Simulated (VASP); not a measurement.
# HfC (Immm) in VASP: notebook

HfC is run at these levels: PBE; tasks: single point.

All numbers are computed with VASP 6.6.1; they aren't measurements. Logs are shortened: lines on timing, memory, paths and dates and some standing lists are left out, and cuts for length are marked.

## Step 1: The cell of the first run

It takes space group Immm (No. 71, orthorhombic). The conventional cell has a = 3.165 Å, b = 3.411 Å, c = 4.650 Å, α = 90.00°, β = 90.00°, γ = 90.00°. Hf (site symmetry mmm) has 6 C at 2.33 Å within 3.1 Å. C (site symmetry mmm) has 6 Hf at 2.33 Å within 3.1 Å.

## Step 2: Single point, PBE (strain -0.0750 x Voigt [0, 0, 0, 0, 1, 0])

File INCAR:

```
ALGO = Normal
EDIFF = 1E-6
ENCUT = 520
GGA = PE
ISIF = 2
ISMEAR = 0
LASPH = True
LCHARG = True
LELF = True
LREAL = False
LVHAR = True
LWAVE = False
NBANDS = 14
NELM = 100
PREC = Accurate
SIGMA = 0.15
```

File KPOINTS:

```
k-points
0
Gamma
  18 18 18
```

File POSCAR:

```
HfC
1.0
   -0.0871875000      2.3250000000      2.3250000000
    2.2378125000      0.0000000000      2.2378125000
    2.3250000000      2.3250000000     -0.0871875000
Hf C
1 1
Direct
    0.5000000000      0.5000000000      0.5000000000
    0.0000000000      0.0000000000      0.0000000000
```

Potentials or basis: VASP PAW PBE potentials, release 64 (Hf_pv, C).

Command:

```console
$ cat potpaw_PBE.64/Hf_pv/POTCAR potpaw_PBE.64/C/POTCAR > POTCAR
$ mpirun -np 1 vasp_std > vasp.out
```

OUTCAR:

```text
EDIFF = 1E-6
   ENCUT = 520
   GGA = PE
   ISIF = 2
   ISMEAR = 0
   LASPH = True
   LREAL = False
   NELM = 100
   PREC = Accurate

 ion  position               nearest neighbor table
   1  0.500  0.500  0.500-   2 2.33   2 2.33   2 2.33   2 2.33   2 2.33   2 2.33
   2  0.000  0.000  0.000-   1 2.33   1 2.33   1 2.33   1 2.33   1 2.33   1 2.33

  LATTYP: Found a body centered orthorhombic cell.
 ALAT       =     3.1647447875
 B/A-ratio  =     1.0779220779
 C/A-ratio  =     1.4693127921

  Lattice vectors:

 A1 = (   2.3250000000,  -2.3250000000,  -0.0871875000)
 A2 = (  -2.3250000000,  -2.3250000000,   0.0871875000)
 A3 = (   0.0871875000,   2.3250000000,  -2.3250000000)

Analysis of symmetry for initial positions (statically):
=====================================================================
 Subroutine PRICEL returns:
 Original cell was already a primitive cell.

 Routine SETGRP: Setting up the symmetry group for a
 body centered orthorhombic supercell.

 Subroutine GETGRP returns: Found  8 space group operations
 (whereof  8 operations were pure point group operations)
 out of a pool of  8 trial point group operations.

The static configuration has the point symmetry D_2h.

Analysis of symmetry for dynamics (positions and initial velocities):
=====================================================================
 Subroutine PRICEL returns:
 Original cell was already a primitive cell.

 Routine SETGRP: Setting up the symmetry group for a
 body centered orthorhombic supercell.

 Subroutine GETGRP returns: Found  8 space group operations
 (whereof  8 operations were pure point group operations)
 out of a pool of  8 trial point group operations.

The dynamic configuration has the point symmetry D_2h.

 Subroutine INISYM returns: Found  8 space group operations
 (whereof  8 operations are pure point group operations),
 and found     1 'primitive' translations

----------------------------------------------------------------------------------------

                                     Primitive cell

  volume of cell :      25.1008

  direct lattice vectors                    reciprocal lattice vectors
    -0.087187500  2.325000000  2.325000000    -0.207280736  0.215053763  0.207280736
     2.237812500  0.000000000  2.237812500     0.223432481 -0.215053763  0.223432481
     2.325000000  2.325000000 -0.087187500     0.207280736  0.215053763 -0.207280736

  length of vectors
     3.289202283  3.164744788  3.289202283     0.363563926  0.382220184  0.363563926

  position of ions in fractional coordinates (direct lattice)
     0.500000000  0.500000000  0.500000000
     0.000000000  0.000000000  0.000000000

  ion indices of the primitive-cell ions
   primitive index   ion index
                 1           1
                 2           2

----------------------------------------------------------------------------------------

 KPOINTS: k-points

Automatic generation of k-mesh.
 Grid dimensions read from file:
 generate k-points for:   18   18   18

 Generating k-lattice:

  Cartesian coordinates                     Fractional coordinates (reciprocal lattice)
    -0.011515596  0.011947431  0.011515596     0.055555556  0.000000000 -0.000000000
     0.012412916 -0.011947431  0.012412916     0.000000000  0.055555556  0.000000000
     0.011515596  0.011947431 -0.011515596     0.000000000  0.000000000  0.055555556

  Length of vectors
     0.020197996  0.021234455  0.020197996

  Shift w.r.t. Gamma in fractional coordinates (k-lattice)
     0.000000000  0.000000000  0.000000000

 Subroutine IBZKPT returns following result:
 ===========================================

 Found    865 irreducible k-points:

 Following reciprocal coordinates:
            Coordinates               Weight
  0.000000  0.000000  0.000000      1.000000
  0.055556  0.000000  0.000000      4.000000
  0.111111  0.000000  0.000000      4.000000
  0.166667  0.000000 -0.000000      4.000000
  0.222222  0.000000 -0.000000      4.000000
  0.277778  0.000000 -0.000000      4.000000
[... 16 lines left out ...]
 -0.333333  0.055556  0.000000      8.000000
 -0.277778  0.055556  0.000000      8.000000
 [... further k-points ...]
   k-points           NKPTS =    865   k-points in BZ     NKDIM =    865   number of bands    NBANDS=     14
   number of dos      NEDOS =    301   number of ions     NIONS =      2
   total plane-waves  NPLWV =  13824
   dimension x,y,z NGX =    24 NGY =   24 NGZ =   24
   dimension x,y,z NGXF=    48 NGYF=   48 NGZF=   48
   ions per type =               1   1
   NGX,Y,Z   is equivalent  to a cutoff of  12.13, 12.61, 12.13 a.u.
   NGXF,Y,Z  is equivalent  to a cutoff of  24.26, 25.21, 24.26 a.u.
 SYSTEM =  unknown system
   PREC   = accura    normal or accurate (medium, high low for compatibility)
   ISTART =      0    job   : 0-new  1-cont  2-samecut
   ICHARG =      2    charge: 1-file 2-atom 10-const
   ISPIN  =      1    spin polarized calculation?
   LNONCOLLINEAR =      F non collinear calculations
   LSORBIT =      F    spin-orbit coupling
   LASPH  =      T    aspherical Exc in radial PAW
   ENCUT  =  520.0 eV  38.22 Ry    6.18 a.u.   6.12  5.88  6.12*2*pi/ulx,y,z
   NELM   =    100;   NELMIN=  2; NELMDL= -5     # of ELM steps
   EDIFF  = 0.1E-05   stopping-criterion for ELM
   LREAL  =      F    real-space projection
   EDIFFG = 0.1E-04   stopping-criterion for IOM
   NSW    =      0    number of steps for IOM
   IBRION =     -1    ionic relax: 0-MD 1-quasi-New 2-CG
   NFREE  =      0    steps in history (QN), initial steepest desc. (CG)
   ISIF   =      2    stress and relaxation
   ISYM   =      2    0-nonsym 1-usesym 2-fastsym
   POTIM  = 0.5000    time-step for ionic-motion
   TEBEG  =    0.0;   TEEND  =   0.0 temperature during run
   PSTRESS=    0.0 pullay stress
   NELECT =      14.0000    total number of electrons
   NUPDOWN=      -1.0000    fix difference up-down
   EMIN   =  10.00;   EMAX   =-10.00  energy-range for DOS
   EFERMI =   0.00;   METHOD = LEGACY
   ISMEAR =     0;   SIGMA  =   0.15  broadening in eV -4-tet -1-fermi 0-gaus
   EFERMI_NEDOS =   21; number of points for ismear=-14 and -15
   IALGO  =     38    algorithm
   IMIX   =      4    mixing-type and parameters
     AMIX     =   0.40;   BMIX     =  1.00
     AMIX_MAG =   1.60;   BMIX_MAG =  1.00
  volume/ion in A,a.u.               =      12.55        84.69
  Fermi-wavevector in a.u.,A,eV,Ry     =   1.347581  2.546559 24.707841  1.815975
  Thomas-Fermi vector in A             =   2.475320
   LORBIT       =      0    0 simple, 1 ext, 2 COOP (PROOUT), +10 PAW based schemes
   GGA     = PE    functional components
   LHFCALC =     F    Hartree Fock is set to
   AEXX    =    0.0000 exact exchange contribution
   IVDW    =     0    specifies the selected vdW correction
   LEPSILON=     F    determine dielectric tensor
   LRPA    =     F    only Hartree local field effects (RPA)
 non-spin polarized calculation
 Gauss-broadening in eV      SIGMA  =   0.15
  energy-cutoff  :      520.00
  volume of cell :       25.10
 maximum number of plane-waves:       692
   NGX = 13   NGY = 11   NGZ = 13

 number of electron      14.0000002 magnetization

 Free energy of the ion-electron system (eV)
  ---------------------------------------------------
  ext. energy  EPLUGINS =         0.00000000
  ---------------------------------------------------
  free energy    TOTEN  =       -20.97214926 eV

  energy without entropy =      -20.96928073  energy(sigma->0) =      -20.97071499

 E-fermi :   5.9986     XC(G=0): -12.2944

 val. band max:        5.9894060492   @ k =   0.4444   0.0000   0.3333
 cond. band min:       5.9994863124   @ k =   0.3333   0.0000   0.3333
 fundamental gap:      0.0100802633
 Fermi energy:         5.9985736346

 k-point     1 :       0.0000    0.0000    0.0000
  band No.  band energies     occupation
      1     -23.6294      2.00000
      2     -23.6063      2.00000
      3     -23.5699      2.00000
      4      -6.3525      2.00000
      5       6.7371      0.00000
      6       6.8454      0.00000
      7       6.9420      0.00000
      8       7.1914      0.00000
      9       7.2504      0.00000
     10       7.9187      0.00000
     11       9.4205      0.00000
     12       9.4270      0.00000
     13      12.9025      0.00000
     14      17.0257      0.00000

 k-point     2 :       0.0556    0.0000    0.0000
  band No.  band energies     occupation
      1     -23.6451      2.00000
      2     -23.6122      2.00000
      3     -23.5721      2.00000
      4      -6.2774      2.00000
      5       6.0427      0.67768
      6       6.3796      0.00033
      7       6.8681      0.00000
      8       7.3165      0.00000
      9       7.6194      0.00000
     10       8.0722      0.00000
     11       9.7798      0.00000
     12       9.8098      0.00000
     13      13.0566      0.00000
     14      17.2124      0.00000

 k-point     3 :       0.1111    0.0000    0.0000
  band No.  band energies     occupation
      1     -23.7008      2.00000
      2     -23.6183      2.00000
      3     -23.5782      2.00000
      4      -6.0567      2.00000
      5       5.1272      2.00000
      6       5.6959      1.99568
      7       6.2036      0.05325
      8       7.6216      0.00000
      9       8.1104      0.00000
     10       8.3382      0.00000
     11      10.6214      0.00000
     12      10.6642      0.00000
     13      13.4818      0.00000
     14      17.7431      0.00000

 k-point     4 :       0.1667    0.0000   -0.0000
  band No.  band energies     occupation
      1     -23.7883      2.00000
      2     -23.6238      2.00000
      3     -23.5875      2.00000
      4      -5.7039      2.00000
      5       4.1672      2.00000
      6       5.0141      2.00000
      7       5.5409      1.99998
      8       7.9941      0.00000
      9       8.4907      0.00000
     10       8.7048      0.00000
     11      11.6745      0.00000
     12      11.6993      0.00000
     13      14.0712      0.00000
     14      18.5153      0.00000

 k-point     5 :       0.2222    0.0000   -0.0000
  band No.  band energies     occupation
      1     -23.8943      2.00000
      2     -23.6299      2.00000
      3     -23.5990      2.00000
      4      -5.2396      2.00000
      5       3.2102      2.00000
      6       4.3995      2.00000
      7       4.9477      2.00000
      8       8.4599      0.00000
      9       8.8352      0.00000
     10       9.1784      0.00000
     11      12.8058      0.00000
[... 276 lines left out ...]
 k-point    22 :      -0.3889    0.0556    0.0000
  band No.  band energies     occupation
      1     -24.2047      2.00000
      2     -23.6604      2.00000
      3     -23.6425      2.00000
      4      -3.2886      2.00000
      5       0.4384      2.00000
      6       3.0974      2.00000
      7       3.7129      2.00000
      8       9.8185      0.00000
      9      10.6040      0.00000
     10      11.5416      0.00000
     11      14.0134      0.00000
     12      15.6856      0.00000
     13      16.8348      0.00000
     14      19.6395      0.00000

 k-point    23 :      -0.3333    0.0556    0.0000
  band No.  band energies     occupation
      1     -24.1353      2.00000
      2     -23.6556      2.00000
      3     -23.6339      2.00000
      4      -3.8564      2.00000
      5       1.1417      2.00000
      6       3.3281      2.00000
      7       3.9700      2.00000
      8       9.3814      0.00000
      9       9.9382      0.00000
     10      11.0409      0.00000
     11      14.3781      0.00000
     12      15.0577      0.00000
     13      16.0443      0.00000
     14      19.5922      0.00000

 k-point    24 :      -0.2778    0.0556    0.0000
  band No.  band energies     occupation
      1     -24.0425      2.00000
      2     -23.6484      2.00000
      3     -23.6239      2.00000
      4      -4.4492      2.00000
      5       1.9556      2.00000
      6       3.6712      2.00000
      7       4.3286      2.00000
      8       8.9220      0.00000
      9       9.3622      0.00000
     10      10.4187      0.00000
     11      13.4805      0.00000
     12      15.0146      0.00000
     13      15.2475      0.00000
     14      19.6274      0.00000

 [... further k-points ...]

------------------------ aborting loop because EDIFF is reached ----------------------------------------

  FORCE on cell =-STRESS in cart. coord.  units (eV):
  Direction    XX          YY          ZZ          XY          YZ          ZX
  --------------------------------------------------------------------------------------
  -------------------------------------------------------------------------------------
  Total        0.0149515     -0.0928602      0.0149515      0.0000000      0.0000000      2.0025650
  in kB        0.9543483     -5.9272416      0.9543483      0.0000000      0.0000000    127.8231452
  external PRESSURE =      -1.3395150 kB  Pullay stress =       0.0000000 kB

 VOLUME and BASIS-vectors are now :
 -----------------------------------------------------------------------------
  energy-cutoff  :      520.00
  volume of cell :       25.10
      direct lattice vectors                 reciprocal lattice vectors
    -0.087187500  2.325000000  2.325000000    -0.207280736  0.215053763  0.207280736
     2.237812500  0.000000000  2.237812500     0.223432481 -0.215053763  0.223432481
     2.325000000  2.325000000 -0.087187500     0.207280736  0.215053763 -0.207280736

 POSITION                                       TOTAL-FORCE (eV/Angst)
 -----------------------------------------------------------------------------------
      2.23781      2.32500      2.23781         0.000000     -0.000000      0.000000
      0.00000      0.00000      0.00000        -0.000000      0.000000     -0.000000
 -----------------------------------------------------------------------------------
    total drift:                                0.000000     -0.000000      0.000000

  FREE ENERGIE OF THE ION-ELECTRON SYSTEM (eV)
  ---------------------------------------------------
  free  energy   TOTEN  =       -20.9721492567 eV

  energy  without entropy=      -20.9692807257  energy(sigma->0) =      -20.97071499
```

Run time: 60 s. Hardware: 1 thread of Intel Xeon 6975P-C (Granite Rapids), shared host; peak memory 0.41 GiB.

What came out:

| Quantity | Value |
| --- | --- |
| Free energy | -20.9721 eV |
| Pressure | -0.1 GPa |
| Band gap on the k mesh | zero (band 7 reaches 6.94 eV, above the bottom of band 8 at 5.63 eV) |

Caveat: the cell differs from its parent crystal (strain -0.0750 x Voigt [0, 0, 0, 0, 1, 0]); spin-orbit coupling is left out, which moves the levels of the heavy elements.

## Step 3: Single point, PBE (strain +0.0375 x Voigt [0, 0, 0, 0, 1, 0])

File INCAR:

```
ALGO = Normal ; EDIFF = 1E-7
ENCUT = 520 ; GGA = PE
ISIF = 2 ; ISMEAR = 0
LASPH = T ; LCHARG = F
LREAL = F ; LWAVE = F
NBANDS = 14 ; NELM = 60
PREC = Accurate ; SIGMA = 0.15
```

KPOINTS is that of step 2.

File POSCAR:

```
HfC
1.0
    0.0435937500      2.3250000000      2.3250000000
    2.3685937500      0.0000000000      2.3685937500
    2.3250000000      2.3250000000      0.0435937500
Hf C
1 1
Direct
    0.5000000000      0.5000000000      0.5000000000
    0.0000000000      0.0000000000      0.0000000000
```

Potentials or basis: VASP PAW PBE potentials, release 64 (Hf_pv, C).

Command:

```console
$ cat potpaw_PBE.64/Hf_pv/POTCAR potpaw_PBE.64/C/POTCAR > POTCAR
$ mpirun -np 1 vasp_std > vasp.out
```

OUTCAR:

```text
EDIFF = 1E-7
   ENCUT = 520
   GGA = PE
   ISIF = 2
   ISMEAR = 0
   LASPH = T
   LREAL = F
   NELM = 60
   PREC = Accurate

 ion  position               nearest neighbor table
   1  0.500  0.500  0.500-   2 2.33   2 2.33   2 2.33   2 2.33   2 2.33   2 2.33
   2  0.000  0.000  0.000-   1 2.33   1 2.33   1 2.33   1 2.33   1 2.33   1 2.33

  LATTYP: Found a body centered orthorhombic cell.
 ALAT       =     3.2263956600
 B/A-ratio  =     1.0382165605
 C/A-ratio  =     1.4412367515

  Lattice vectors:

 A1 = (   0.0435937500,  -2.3250000000,   2.3250000000)
[... 586 lines left out ...]
     10      10.1005      0.00000
     11      13.7752      0.00000
     12      15.1514      0.00000
     13      15.3538      0.00000
     14      19.6971      0.00000

 [... further k-points ...]
[... 5 lines left out ...]
  --------------------------------------------------------------------------------------
  -------------------------------------------------------------------------------------
  Total       -0.0492945     -0.0734368     -0.0492945      0.0000000      0.0000000     -1.0063114
  in kB       -3.1431347     -4.6825012     -3.1431347      0.0000000      0.0000000    -64.1647969
  external PRESSURE =      -3.6562569 kB  Pullay stress =       0.0000000 kB

 VOLUME and BASIS-vectors are now :
 -----------------------------------------------------------------------------
  energy-cutoff  :      520.00
  volume of cell :       25.13
      direct lattice vectors                 reciprocal lattice vectors
     0.043593750  2.325000000  2.325000000    -0.219163071  0.215053763  0.219163071
     2.368593750  0.000000000  2.368593750     0.211095719 -0.215053763  0.211095719
     2.325000000  2.325000000  0.043593750     0.219163071  0.215053763 -0.219163071

 POSITION                                       TOTAL-FORCE (eV/Angst)
 -----------------------------------------------------------------------------------
      2.36859      2.32500      2.36859         0.000000      0.000000     -0.000000
      0.00000      0.00000      0.00000        -0.000000      0.000000      0.000000
 -----------------------------------------------------------------------------------
    total drift:                                0.000000     -0.000000      0.000000

  FREE ENERGIE OF THE ION-ELECTRON SYSTEM (eV)
  ---------------------------------------------------
  free  energy   TOTEN  =       -21.0286608965 eV

  energy  without entropy=      -21.0257867565  energy(sigma->0) =      -21.02722383
```

OSZICAR:

```text
N       E                     dE             d eps       ncg     rms          rms(c)
DAV:   1     0.231398369831E+02    0.23140E+02   -0.77705E+03 24292   0.984E+02
DAV:   2    -0.226700101035E+02   -0.45810E+02   -0.42975E+02 31340   0.201E+02
DAV:   3    -0.241987266400E+02   -0.15287E+01   -0.15238E+01 29468   0.266E+01
DAV:   4    -0.242054561534E+02   -0.67295E-02   -0.67291E-02 28278   0.219E+00
DAV:   5    -0.242054988984E+02   -0.42745E-04   -0.42745E-04 29542   0.157E-01    0.568E+01
DAV:   6    -0.210992085829E+02    0.31063E+01   -0.12048E+01 26536   0.182E+01    0.409E+01
DAV:   7    -0.210442973237E+02    0.54911E-01   -0.55960E-01 30754   0.522E+00    0.248E+01
DAV:   8    -0.210353871220E+02    0.89102E-02   -0.72581E-02 28564   0.216E+00    0.633E+00
DAV:   9    -0.210289232208E+02    0.64639E-02   -0.22809E-02 28120   0.891E-01    0.208E+00
DAV:  10    -0.210286652651E+02    0.25796E-03   -0.13310E-03 30070   0.272E-01    0.614E-02
DAV:  11    -0.210286613850E+02    0.38801E-05   -0.75362E-05 28744   0.709E-02    0.241E-02
DAV:  12    -0.210286611344E+02    0.25058E-06   -0.23973E-06 30926   0.138E-02    0.147E-02
DAV:  13    -0.210286609140E+02    0.22041E-06   -0.19421E-07 23002   0.337E-03    0.263E-03
DAV:  14    -0.210286608965E+02    0.17507E-07   -0.21028E-08 18698   0.120E-03
   1 F= -.21028661E+02 E0= -.21027224E+02  d E =-.287414E-02
```

Wall time 85 s (1 thread of Intel Xeon 6975P-C (Granite Rapids), shared host); peak memory 0.41 GiB.

What came out:

| Property | Result |
| --- | --- |
| Free energy | -21.0287 eV |
| Pressure | -0.4 GPa |
| Band gap on the k mesh | zero (band 7 reaches 7.09 eV, above the bottom of band 8 at 5.56 eV) |

Caveat: the cell differs from its parent crystal (strain +0.0375 x Voigt [0, 0, 0, 0, 1, 0]); spin-orbit coupling is left out, which moves the levels of the heavy elements.
